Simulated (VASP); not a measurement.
# Ca in VASP: further runs, part 2 of 2

VASP 6.6.1. Earlier steps stand in the parts before.

### 3 Single point, PBE (volume scaled by 0.5)

INCAR reads:

```
ALGO = Normal ; EDIFF = 1E-6
ENCUT = 520 ; GGA = PE
ISIF = 2 ; ISMEAR = -1
LASPH = T ; LCHARG = F
LREAL = F ; LWAVE = F
NBANDS = 17 ; NELM = 80
PREC = Accurate ; SIGMA = 0.1
```

KPOINTS reads:

```
k-points
0
Gamma
  9 9 9
```

POSCAR reads:

```
Ca
1.0
    1.5507121751     -0.8953040917      5.0639042858
    0.0000000000      1.7906081834      5.0639042858
   -1.5507121751     -0.8953040917      5.0639042858
Ca
2
Direct
    0.2500000000      0.2500000000      0.2500000000
   -0.2500000000     -0.2500000000     -0.2500000000
```

Potentials or basis: VASP PAW PBE potentials, release 64 (Ca_sv).

Launch:

```bash
$ cat potpaw_PBE.64/Ca_sv/POTCAR > POTCAR
$ mpirun -np 1 vasp_std > vasp.out
```

OUTCAR:

```text
EDIFF = 1E-6
   ENCUT = 520
   GGA = PE
   ISIF = 2
   ISMEAR = -1
   LASPH = T
   LREAL = F
   NELM = 80
   PREC = Accurate

 ion  position               nearest neighbor table
   1  0.250  0.250  0.250-   2 3.10   2 3.10   2 3.10   2 3.10   2 3.10   2 3.10
   2  0.750  0.750  0.750-   1 3.10   1 3.10   1 3.10   1 3.10   1 3.10   1 3.10

  LATTYP: Found a trigonal (rhomboedric) cell.
 ALAT       =     5.3711641459
 COS(alpha) =     0.8332923463

  Lattice vectors:

 A1 = (   1.5507121751,  -0.8953040917,   5.0639042858)
 A2 = (   0.0000000000,   1.7906081834,   5.0639042858)
 A3 = (  -1.5507121751,  -0.8953040917,   5.0639042858)

Analysis of symmetry for initial positions (statically):
=====================================================================
 Subroutine PRICEL returns following result:

  LATTYP: Found a trigonal (rhomboedric) cell.
 ALAT       =     3.1011383911
 COS(alpha) =     0.4999077847

  Lattice vectors:

 A1 = (   1.5507121751,   0.8953040917,   2.5319521429)
 A2 = (  -1.5507121751,   0.8953040917,   2.5319521429)
 A3 = (   0.0000000000,  -1.7906081834,   2.5319521429)

   2 primitive cells build up your supercell.

 Routine SETGRP: Setting up the symmetry group for a
 trigonal (rhombohedral) supercell.

 Subroutine GETGRP returns: Found 12 space group operations
 (whereof 12 operations were pure point group operations)
 out of a pool of 12 trial point group operations.

The static configuration has the point symmetry D_3d.

Analysis of symmetry for dynamics (positions and initial velocities):
=====================================================================
 Subroutine PRICEL returns following result:

  LATTYP: Found a trigonal (rhomboedric) cell.
[... 127 lines left out ...]
   NELECT =      20.0000    total number of electrons
   NUPDOWN=      -1.0000    fix difference up-down
   EMIN   =  10.00;   EMAX   =-10.00  energy-range for DOS
   EFERMI =   0.00;   METHOD = LEGACY
   ISMEAR =    -1;   SIGMA  =   0.10  broadening in eV -4-tet -1-fermi 0-gaus
   EFERMI_NEDOS =   21; number of points for ismear=-14 and -15
   IALGO  =     38    algorithm
   IMIX   =      4    mixing-type and parameters
     AMIX     =   0.40;   BMIX     =  1.00
     AMIX_MAG =   1.60;   BMIX_MAG =  1.00
  volume/ion in A,a.u.               =      21.09       142.33
  Fermi-wavevector in a.u.,A,eV,Ry     =   1.276552  2.412334 22.171865  1.629586
  Thomas-Fermi vector in A             =   2.409202
   LORBIT       =      0    0 simple, 1 ext, 2 COOP (PROOUT), +10 PAW based schemes
   GGA     = PE    functional components
   LHFCALC =     F    Hartree Fock is set to
   AEXX    =    0.0000 exact exchange contribution
   IVDW    =     0    specifies the selected vdW correction
   LEPSILON=     F    determine dielectric tensor
   LRPA    =     F    only Hartree local field effects (RPA)
 non-spin polarized calculation
  energy-cutoff  :      520.00
  volume of cell :       42.18
 maximum number of plane-waves:      1149
   NGX = 19   NGY = 19   NGZ = 19

 number of electron      19.9999999 magnetization

 Free energy of the ion-electron system (eV)
  ---------------------------------------------------
  ext. energy  EPLUGINS =         0.00000000
  ---------------------------------------------------
  free energy    TOTEN  =        -1.06154039 eV

  energy without entropy =       -0.99929508  energy(sigma->0) =       -1.03041773

 E-fermi :   5.5434     XC(G=0): -10.2453

 val. band max:        5.5398329499   @ k =  -0.3333   0.3333  -0.0000
 cond. band min:       5.5858479518   @ k =   0.4444   0.1111   0.1111
 fundamental gap:      0.0460150019
 Fermi energy:         5.5433592153

 k-point     1 :       0.0000    0.0000    0.0000
  band No.  band energies     occupation
      1     -35.2661      2.00000
      2     -35.0115      2.00000
      3     -16.9597      2.00000
      4     -15.8026      2.00000
      5     -15.8026      2.00000
      6     -15.6495      2.00000
[... 457 lines left out ...]
      4     -16.8335      2.00000
      5     -16.1034      2.00000
      6     -16.0793      2.00000
[... 9 lines left out ...]
     16      12.2863      0.00000
     17      12.3423      0.00000

 [... further k-points ...]

------------------------ aborting loop because EDIFF is reached ----------------------------------------

  FORCE on cell =-STRESS in cart. coord.  units (eV):
  Direction    XX          YY          ZZ          XY          YZ          ZX
  --------------------------------------------------------------------------------------
  -------------------------------------------------------------------------------------
  Total        8.8717878      8.8717878      8.8614030      0.0000000      0.0000000      0.0000000
  in kB      336.9637821    336.9637821    336.5693500      0.0000000      0.0000000      0.0000000
  external PRESSURE =     336.8323047 kB  Pullay stress =       0.0000000 kB

 VOLUME and BASIS-vectors are now :
 -----------------------------------------------------------------------------
  energy-cutoff  :      520.00
  volume of cell :       42.18
      direct lattice vectors                 reciprocal lattice vectors
     1.550712175 -0.895304092  5.063904286     0.322432498 -0.186156489  0.065825362
     0.000000000  1.790608183  5.063904286     0.000000000  0.372312979  0.065825362
    -1.550712175 -0.895304092  5.063904286    -0.322432498 -0.186156489  0.065825362

 POSITION                                       TOTAL-FORCE (eV/Angst)
 -----------------------------------------------------------------------------------
      0.00000      0.00000      3.79793         0.000000     -0.000000     -0.000000
      0.00000      0.00000     11.39378        -0.000000      0.000000      0.000000
 -----------------------------------------------------------------------------------
    total drift:                                0.000000      0.000000      0.000000

  FREE ENERGIE OF THE ION-ELECTRON SYSTEM (eV)
  ---------------------------------------------------
  free  energy   TOTEN  =        -1.0615403918 eV

  energy  without entropy=       -0.9992950773  energy(sigma->0) =       -1.03041773
```

OSZICAR:

```text
N       E                     dE             d eps       ncg     rms          rms(c)
DAV:   1     0.185241631615E+03    0.18524E+03   -0.10564E+04  2890   0.118E+03
DAV:   2     0.838245811852E+01   -0.17686E+03   -0.17411E+03  3220   0.345E+02
DAV:   3    -0.990881545500E+00   -0.93733E+01   -0.92237E+01  5473   0.628E+01
DAV:   4    -0.114221679048E+01   -0.15134E+00   -0.15080E+00  3285   0.836E+00
DAV:   5    -0.114646065629E+01   -0.42439E-02   -0.42370E-02  4490   0.895E-01    0.218E+00
DAV:   6    -0.108464740405E+01    0.61813E-01   -0.28016E-02  4146   0.121E+00    0.117E+00
DAV:   7    -0.106102333055E+01    0.23624E-01   -0.41186E-02  4296   0.127E+00    0.188E-01
DAV:   8    -0.106148150028E+01   -0.45817E-03   -0.82155E-04  4120   0.251E-01    0.601E-02
DAV:   9    -0.106154162500E+01   -0.60125E-04   -0.44847E-04  4203   0.115E-01    0.249E-02
DAV:  10    -0.106154063770E+01    0.98731E-06   -0.12420E-05  3373   0.350E-02    0.128E-03
DAV:  11    -0.106154039177E+01    0.24593E-06   -0.17926E-06  2928   0.653E-03
   1 F= -.10615404E+01 E0= -.10304177E+01  d E =-.622453E-01
```

Run time: 89 s. Hardware: 1 thread of Intel Xeon Platinum 8259CL at 2.50GHz (Skylake/Cascade Lake), shared host; peak memory 0.26 GiB.

What came out:

```
Free energy            : -1.0615 eV
Pressure               : 33.7 GPa
Band gap on the k mesh : zero (band 10 reaches 5.59 eV, above the bottom of band 11 at 5.30 eV)
```

Levels at points of the mesh, in eV from the Fermi level:
```tsv
k point	band 7	band 8	band 9	band 10	band 11	band 12	band 13	band 14
(0.00, 0.00, 0.00)	-21.19	-21.19	-4.74	-1.36	1.65	2.85	2.85	3.12
```
